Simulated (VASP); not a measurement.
Input of a VASP 6.6.1 run:

Contents of INCAR:

```
SYSTEM = Be
ALGO = Fast
EDIFF = 1E-7
ENCUT = 520
GGA = PE
ISIF = 2
ISMEAR = 0
LASPH = .True.
LCHARG = .False.
LREAL = .False.
LWAVE = .False.
NBANDS = 9
NELM = 100
PREC = Accurate
SIGMA = 0.1
```

Contents of KPOINTS:

```
k-points
0
Gamma
  12 12 6
  0 0 0
```

POSCAR

```
Be
1.0
    2.1582560695      0.0000000000      0.0000000000
   -1.0791280348      1.8691045841      0.0000000000
    0.0000000000      0.0000000000      3.4161039472
Be
2
Direct
    0.3333333333      0.6666666667      0.2500000000
    0.6666666667      0.3333333333      0.7500000000
```

Potentials or basis: VASP PAW PBE potentials, release 64 (Be).

Launch:

```sh
$ cat potpaw_PBE.64/Be/POTCAR > POTCAR
$ mpirun -np 1 vasp_std > vasp.out
```

**Question.** Estimate the band gap on the k mesh.

**Answer.** Zero (band 2 reaches 9.06 eV, above the bottom of band 3 at 7.01 eV).

**Question.** Predict the pressure.

**Answer.** 21.4 GPa.
